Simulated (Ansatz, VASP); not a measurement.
# Two plane-wave programs on Nb

```
Nb
1.0
     2.46966    0.00000    0.00000
    -1.23483    2.13879    0.00000
     0.00000    0.00000    4.34090
Nb
2
Direct
  0.33333 0.66667 0.25000
  0.66667 0.33333 0.75000
```

Change from the starting cell: volume scaled by 0.65, PAW files.

Alike in both runs: task single point; functional LDA; k mesh 15 × 15 × 8; occupations fermi-dirac, width 0.05 eV; no spin polarisation.

```csv
,VASP,Ansatz
version,VASP 6.6.1,Ansatz 0.2.0
potentials or method,"VASP PAW LDA potentials, release 64 (Nb_sv)","PAW with Ansatz's default frozen-core files, scalar-relativistic"
plane-wave cutoff (eV),520,420
valence electrons in the cell,26,26
```

|  | VASP | Ansatz | Ansatz less VASP |
| --- | --- | --- | --- |
| pressure (GPa) | 168.9 | 168.0 | -0.94 |
| traceless stress, the component that is largest in VASP (GPa) | -0.21 | 0.04 | +0.251 |

LDA's correlation is that of Perdew and Zunger in VASP and of Perdew and Wang (1992) in Ansatz. Both programs put the cell under a high pressure, so it lies far from rest at this level.

Noted on VASP's run: the cell as given lies far from equilibrium.
